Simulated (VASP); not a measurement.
# NiGe (v.br) (Pnma) in VASP: single point with PBE

Aim: the single point of NiGe (v.br) with PBE.

All numbers are computed with VASP 6.6.1; they aren't measurements. Logs are shortened: lines on timing, memory, paths and dates and some standing lists are left out, and cuts for length are marked.

### 1 The cell of the first run

Symmetry: Pnma, No. 62, orthorhombic system. Conventional cell: a = 5.360 Å, b = 3.450 Å, c = 5.800 Å, α = 90.00°, β = 90.00°, γ = 90.00°. Within 3.1 Å of Ni (site symmetry m) lie 6 Ge at 2.33 to 2.49 Å and 4 Ni at 2.77 to 2.80 Å. Ge (site symmetry m) has 6 Ni at 2.33 to 2.49 Å and 2 Ge at 2.85 Å within 3.1 Å.

### 2 Single point, PBE

Contents of INCAR:

```
ALGO     = Normal         # electronic algorithm
EDIFF    = 1E-6           # SCF threshold, eV
ENCUT    = 600            # plane-wave cutoff, eV
GGA      = PE             # functional
GGA_COMPAT= False        
ISIF     = 2              # what is computed and relaxed
ISMEAR   = 0              # smearing method
LASPH    = True           # aspherical terms in the spheres
LCHARG   = True           # write CHGCAR
LELF     = True           # ELF
LREAL    = False          # projectors in reciprocal space
LVHAR    = True         
LWAVE    = False          # write WAVECAR
NBANDS   = 58             # bands
NELM     = 120            # most SCF steps
PREC     = Accurate       # precision mode
SIGMA    = 0.1            # smearing width, eV
```

Contents of KPOINTS:

```
k-points
0
Gamma
  8 10 6
```

Contents of POSCAR:

```
NiGe
1.0
    5.3600000000      0.0000000000      0.0000000000
    0.0000000000      3.4500000000      0.0000000000
    0.0000000000      0.0000000000      5.8000000000
Ni Ge
4 4
Direct
    0.0060000000      0.2500000000      0.1900000000
    0.4940000000      0.7500000000      0.6900000000
    0.9940000000      0.7500000000      0.8100000000
    0.5060000000      0.2500000000      0.3100000000
    0.1900000000      0.2500000000      0.5850000000
    0.3100000000      0.7500000000      0.0850000000
    0.8100000000      0.7500000000      0.4150000000
    0.6900000000      0.2500000000      0.9150000000
```

Potentials or basis: VASP PAW PBE potentials, release 64 (Ni, Ge_d).

Command:

```sh
$ cat potpaw_PBE.64/Ni/POTCAR potpaw_PBE.64/Ge_d/POTCAR > POTCAR
$ mpirun -np 1 vasp_std > vasp.out
```

OUTCAR:

```text
EDIFF = 1E-6
   ENCUT = 600
   GGA = PE
   ISIF = 2
   ISMEAR = 0
   LASPH = True
   LREAL = False
   NELM = 120
   PREC = Accurate

 ion  position               nearest neighbor table
   1  0.006  0.250  0.190-   8 2.33   7 2.40   7 2.40   6 2.45   6 2.45   5 2.49   4 2.77   4 2.77
                             3 2.80   3 2.80
   2  0.494  0.750  0.690-   7 2.33   8 2.40   8 2.40   5 2.45   5 2.45   6 2.49   3 2.77   3 2.77
                             4 2.80   4 2.80
   3  0.994  0.750  0.810-   6 2.33   5 2.40   5 2.40   8 2.45   8 2.45   7 2.49   2 2.77   2 2.77
                             1 2.80   1 2.80
   4  0.506  0.250  0.310-   5 2.33   6 2.40   6 2.40   7 2.45   7 2.45   8 2.49   1 2.77   1 2.77
                             2 2.80   2 2.80
   5  0.190  0.250  0.585-   4 2.33   3 2.40   3 2.40   2 2.45   2 2.45   1 2.49   7 2.85   7 2.85

   6  0.310  0.750  0.085-   3 2.33   4 2.40   4 2.40   1 2.45   1 2.45   2 2.49   8 2.85   8 2.85

   7  0.810  0.750  0.415-   2 2.33   1 2.40   1 2.40   4 2.45   4 2.45   3 2.49   5 2.85   5 2.85

   8  0.690  0.250  0.915-   1 2.33   2 2.40   2 2.40   3 2.45   3 2.45   4 2.49   6 2.85   6 2.85

  LATTYP: Found a simple orthorhombic cell.
 ALAT       =     3.4500000000
 B/A-ratio  =     1.5536231884
 C/A-ratio  =     1.6811594203

  Lattice vectors:

 A1 = (   0.0000000000,  -3.4500000000,   0.0000000000)
 A2 = (   5.3600000000,   0.0000000000,   0.0000000000)
 A3 = (   0.0000000000,   0.0000000000,   5.8000000000)

Analysis of symmetry for initial positions (statically):
=====================================================================
 Subroutine PRICEL returns:
 Original cell was already a primitive cell.

 Routine SETGRP: Setting up the symmetry group for a
 simple orthorhombic supercell.

 Subroutine GETGRP returns: Found  8 space group operations
 (whereof  2 operations were pure point group operations)
 out of a pool of  8 trial point group operations.

The static configuration has the point symmetry S_2 .
 The point group associated with its full space group is D_2h.

Analysis of symmetry for dynamics (positions and initial velocities):
=====================================================================
 Subroutine PRICEL returns:
 Original cell was already a primitive cell.

 Routine SETGRP: Setting up the symmetry group for a
 simple orthorhombic supercell.

 Subroutine GETGRP returns: Found  8 space group operations
 (whereof  2 operations were pure point group operations)
 out of a pool of  8 trial point group operations.

The dynamic configuration has the point symmetry S_2 .
 The point group associated with its full space group is D_2h.

 Subroutine INISYM returns: Found  8 space group operations
 (whereof  2 operations are pure point group operations),
 and found     1 'primitive' translations

----------------------------------------------------------------------------------------

                                     Primitive cell

  volume of cell :     107.2536

  direct lattice vectors                    reciprocal lattice vectors
     5.360000000  0.000000000  0.000000000     0.186567164  0.000000000  0.000000000
     0.000000000  3.450000000  0.000000000     0.000000000  0.289855072  0.000000000
     0.000000000  0.000000000  5.800000000     0.000000000  0.000000000  0.172413793

  length of vectors
     5.360000000  3.450000000  5.800000000     0.186567164  0.289855072  0.172413793

  position of ions in fractional coordinates (direct lattice)
     0.006000000  0.250000000  0.190000000
     0.494000000  0.750000000  0.690000000
     0.994000000  0.750000000  0.810000000
     0.506000000  0.250000000  0.310000000
     0.190000000  0.250000000  0.585000000
     0.310000000  0.750000000  0.085000000
     0.810000000  0.750000000  0.415000000
     0.690000000  0.250000000  0.915000000

  ion indices of the primitive-cell ions
   primitive index   ion index
                 1           1
                 2           2
                 3           3
                 4           4
                 5           5
                 6           6
                 7           7
                 8           8

----------------------------------------------------------------------------------------

 KPOINTS: k-points

Automatic generation of k-mesh.
 Grid dimensions read from file:
 generate k-points for:    8   10    6

 Generating k-lattice:

  Cartesian coordinates                     Fractional coordinates (reciprocal lattice)
     0.023320896  0.000000000  0.000000000     0.125000000  0.000000000  0.000000000
     0.000000000  0.028985507  0.000000000     0.000000000  0.100000000  0.000000000
     0.000000000  0.000000000  0.028735632     0.000000000  0.000000000  0.166666667

  Length of vectors
     0.023320896  0.028985507  0.028735632

  Shift w.r.t. Gamma in fractional coordinates (k-lattice)
     0.000000000  0.000000000  0.000000000

 Subroutine IBZKPT returns following result:
 ===========================================

 Found    120 irreducible k-points:

 Following reciprocal coordinates:
            Coordinates               Weight
  0.000000  0.000000  0.000000      1.000000
  0.125000  0.000000  0.000000      2.000000
  0.250000  0.000000  0.000000      2.000000
  0.375000  0.000000  0.000000      2.000000
  0.500000  0.000000  0.000000      1.000000
  0.000000  0.100000  0.000000      2.000000
[... 16 lines left out ...]
  0.250000  0.400000  0.000000      4.000000
  0.375000  0.400000  0.000000      4.000000
 [... further k-points ...]
   k-points           NKPTS =    120   k-points in BZ     NKDIM =    120   number of bands    NBANDS=     58
   number of dos      NEDOS =    301   number of ions     NIONS =      8
   total plane-waves  NPLWV =  64512
   dimension x,y,z NGX =    48 NGY =   28 NGZ =   48
   dimension x,y,z NGXF=    96 NGYF=   56 NGZF=   96
   ions per type =               4   4
   NGX,Y,Z   is equivalent  to a cutoff of  14.89, 13.49, 13.76 a.u.
   NGXF,Y,Z  is equivalent  to a cutoff of  29.78, 26.98, 27.52 a.u.
 SYSTEM =  unknown system
   PREC   = accura    normal or accurate (medium, high low for compatibility)
   ISTART =      0    job   : 0-new  1-cont  2-samecut
   ICHARG =      2    charge: 1-file 2-atom 10-const
   ISPIN  =      1    spin polarized calculation?
   LNONCOLLINEAR =      F non collinear calculations
   LSORBIT =      F    spin-orbit coupling
   LASPH  =      T    aspherical Exc in radial PAW
   ENCUT  =  600.0 eV  44.10 Ry    6.64 a.u.  10.71  6.89 11.58*2*pi/ulx,y,z
   NELM   =    120;   NELMIN=  2; NELMDL= -5     # of ELM steps
   EDIFF  = 0.1E-05   stopping-criterion for ELM
   LREAL  =      F    real-space projection
   EDIFFG = 0.1E-04   stopping-criterion for IOM
   NSW    =      0    number of steps for IOM
   IBRION =     -1    ionic relax: 0-MD 1-quasi-New 2-CG
   NFREE  =      0    steps in history (QN), initial steepest desc. (CG)
   ISIF   =      2    stress and relaxation
   ISYM   =      2    0-nonsym 1-usesym 2-fastsym
   POTIM  = 0.5000    time-step for ionic-motion
   TEBEG  =    0.0;   TEEND  =   0.0 temperature during run
   PSTRESS=    0.0 pullay stress
   NELECT =      96.0000    total number of electrons
   NUPDOWN=      -1.0000    fix difference up-down
   EMIN   =  10.00;   EMAX   =-10.00  energy-range for DOS
   EFERMI =   0.00;   METHOD = LEGACY
   ISMEAR =     0;   SIGMA  =   0.10  broadening in eV -4-tet -1-fermi 0-gaus
   EFERMI_NEDOS =   21; number of points for ismear=-14 and -15
   IALGO  =     38    algorithm
   IMIX   =      4    mixing-type and parameters
     AMIX     =   0.40;   BMIX     =  1.00
     AMIX_MAG =   1.60;   BMIX_MAG =  1.00
  volume/ion in A,a.u.               =      13.41        90.47
  Fermi-wavevector in a.u.,A,eV,Ry     =   1.577713  2.981445 33.867318  2.489178
  Thomas-Fermi vector in A             =   2.678353
   LORBIT       =      0    0 simple, 1 ext, 2 COOP (PROOUT), +10 PAW based schemes
   GGA     = PE    functional components
   LHFCALC =     F    Hartree Fock is set to
   AEXX    =    0.0000 exact exchange contribution
   IVDW    =     0    specifies the selected vdW correction
   LEPSILON=     F    determine dielectric tensor
   LRPA    =     F    only Hartree local field effects (RPA)
 non-spin polarized calculation
 Gauss-broadening in eV      SIGMA  =   0.10
  energy-cutoff  :      600.00
  volume of cell :      107.25
 maximum number of plane-waves:      3602
 NGX is ok and might be reduce to    48
   NGX = 21   NGY = 13   NGZ = 23

 number of electron      96.0000015 magnetization

 Free energy of the ion-electron system (eV)
  ---------------------------------------------------
  ext. energy  EPLUGINS =         0.00000000
  ---------------------------------------------------
  free energy    TOTEN  =       -42.38185305 eV

  energy without entropy =      -42.36917419  energy(sigma->0) =      -42.37551362

 E-fermi :   8.9335     XC(G=0): -12.5317

 val. band max:        8.9262124094   @ k =   0.1250   0.4000   0.0000
 cond. band min:       8.9339039373   @ k =   0.0000   0.5000   0.3333
 fundamental gap:      0.0076915279
 Fermi energy:         8.9335022911

 k-point     1 :       0.0000    0.0000    0.0000
  band No.  band energies     occupation
      1     -15.7821      2.00000
      2     -15.7699      2.00000
      3     -15.7608      2.00000
      4     -15.7594      2.00000
      5     -15.7401      2.00000
      6     -15.7221      2.00000
[... 50 lines left out ...]
     57      15.5990      0.00000
     58      15.6583      0.00000

 k-point     2 :       0.1250    0.0000    0.0000
  band No.  band energies     occupation
      1     -15.7815      2.00000
      2     -15.7702      2.00000
      3     -15.7603      2.00000
      4     -15.7590      2.00000
      5     -15.7401      2.00000
      6     -15.7233      2.00000
[... 50 lines left out ...]
     57      15.1981      0.00000
     58      15.4552      0.00000

 k-point     3 :       0.2500    0.0000    0.0000
  band No.  band energies     occupation
      1     -15.7799      2.00000
      2     -15.7713      2.00000
      3     -15.7590      2.00000
      4     -15.7578      2.00000
      5     -15.7400      2.00000
      6     -15.7270      2.00000
[... 1216 lines left out ...]
      3     -15.7557      2.00000
      4     -15.7553      2.00000
      5     -15.7394      2.00000
      6     -15.7259      2.00000
[... 50 lines left out ...]
     57      13.9829      0.00000
     58      15.9418      0.00000

 k-point    24 :       0.3750    0.4000    0.0000
  band No.  band energies     occupation
      1     -15.7712      2.00000
      2     -15.7700      2.00000
      3     -15.7548      2.00000
      4     -15.7548      2.00000
      5     -15.7365      2.00000
      6     -15.7274      2.00000
[... 50 lines left out ...]
     57      15.3952      0.00000
     58      15.9449      0.00000

 [... further k-points ...]
[... 5 lines left out ...]
  --------------------------------------------------------------------------------------
  -------------------------------------------------------------------------------------
  Total        2.7447421      2.1548961      2.7116758     -0.0000000      0.0000000      0.0000000
  in kB       41.0015471     32.1903012     40.5075964     -0.0000000      0.0000000      0.0000000
  external PRESSURE =      37.8998149 kB  Pullay stress =       0.0000000 kB

 VOLUME and BASIS-vectors are now :
 -----------------------------------------------------------------------------
  energy-cutoff  :      600.00
  volume of cell :      107.25
      direct lattice vectors                 reciprocal lattice vectors
     5.360000000  0.000000000  0.000000000     0.186567164  0.000000000  0.000000000
     0.000000000  3.450000000  0.000000000     0.000000000  0.289855072  0.000000000
     0.000000000  0.000000000  5.800000000     0.000000000  0.000000000  0.172413793

 POSITION                                       TOTAL-FORCE (eV/Angst)
 -----------------------------------------------------------------------------------
      0.03216      0.86250      1.10200         0.047048      0.000000      0.019695
      2.64784      2.58750      4.00200        -0.047048     -0.000000      0.019695
      5.32784      2.58750      4.69800        -0.047048      0.000000     -0.019695
      2.71216      0.86250      1.79800         0.047048      0.000000     -0.019695
      1.01840      0.86250      3.39300        -0.082753     -0.000000      0.115311
      1.66160      2.58750      0.49300         0.082753      0.000000      0.115311
      4.34160      2.58750      2.40700         0.082753     -0.000000     -0.115311
      3.69840      0.86250      5.30700        -0.082753     -0.000000     -0.115311
 -----------------------------------------------------------------------------------
    total drift:                                0.000000     -0.000000      0.000000

  FREE ENERGIE OF THE ION-ELECTRON SYSTEM (eV)
  ---------------------------------------------------
  free  energy   TOTEN  =       -42.3818530523 eV

  energy  without entropy=      -42.3691741876  energy(sigma->0) =      -42.37551362
```

Run time: 15 min. Hardware: 1 thread of Intel Xeon 6975P-C, shared host; peak memory 0.73 GiB.

Results:

```
Free energy            : -42.3819 eV
Pressure               : 3.8 GPa
Largest force          : 0.142 eV/Å
Band gap on the k mesh : zero (band 48 reaches 9.83 eV, above the bottom of band 49 at 8.29 eV)
```

Forces on the atoms (eV/Å):
```
Ni   0.047  0.000  0.020
Ni  -0.047  0.000  0.020
Ni  -0.047  0.000 -0.020
Ni   0.047  0.000 -0.020
Ge  -0.083  0.000  0.115
Ge   0.083  0.000  0.115
Ge   0.083  0.000 -0.115
Ge  -0.083  0.000 -0.115
```

Levels at points of the mesh, in eV from the Fermi level:
```csv
k point,band 46,band 47,band 48,band 49,band 50,band 51
"(0.00, 0.00, 0.00)",-1.10,-0.87,-0.84,0.62,0.80,4.03
"(0.50, 0.00, 0.00)",-1.60,0.72,0.72,1.52,1.52,3.11
"(0.00, 0.50, 0.00)",-1.60,-1.24,-1.24,-0.54,-0.54,1.97
"(0.50, 0.50, 0.00)",-1.39,-1.39,-1.39,0.29,0.29,0.29
"(0.00, 0.00, 0.50)",-1.29,-0.22,-0.22,1.15,1.15,2.62
"(0.50, 0.00, 0.50)",-0.96,0.68,0.68,2.49,2.49,2.53
"(0.00, 0.50, 0.50)",-1.64,-1.53,-1.53,0.38,0.38,0.67
"(0.50, 0.50, 0.50)",-1.57,-1.57,-1.57,2.45,2.45,2.45
```
